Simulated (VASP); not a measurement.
Here is a VASP 6.6.1 calculation.

Contents of INCAR:

```
ALGO = Normal
EDIFF = 1E-6
ENCUT = 520
GGA = PE
ISIF = 2
ISMEAR = 0
LASPH = T
LCHARG = F
LREAL = F
LWAVE = F
NBANDS = 26
NELM = 100
PREC = Accurate
SIGMA = 0.1
```

Contents of KPOINTS:

```
k-points
0
Gamma
  6 6 4
```

Contents of POSCAR:

```
Na3I2
1.0
    6.6920098559      0.0000000000      0.0000000000
   -3.3460049280      5.7954505376      0.0000000000
    0.0000000000      0.0000000000      8.5954991959
Na I
3 2
Direct
    0.6865465899      0.6865465899      0.0000000000
    0.3134534101      0.0000000000      0.0000000000
    0.0000000000      0.3134534101      0.0000000000
    0.0000000000      0.0000000000      0.2526139676
    0.0000000000      0.0000000000      0.7473860324
```

Potentials or basis: VASP PAW PBE potentials, release 64 (Na_pv, I).

The run is started by

```sh
$ cat potpaw_PBE.64/Na_pv/POTCAR potpaw_PBE.64/I/POTCAR > POTCAR
$ mpirun -np 1 vasp_std > vasp.out
```

**Question.** What does it give for the band gap on the k mesh?

**Answer.** Zero (an odd number of electrons rules out a gap without spin polarisation).

**Question.** What does it give for the pressure?

**Answer.** 0.2 GPa.

**Question.** Estimate the largest force.

**Answer.** 0.007 eV/Å.

Stress tensor (GPa, compression positive):
```
0.17 0.00 0.00
0.00 0.17 0.00
0.00 0.00 0.28
```

Caveat: spin-orbit coupling is left out, which moves the levels of the heavy elements.
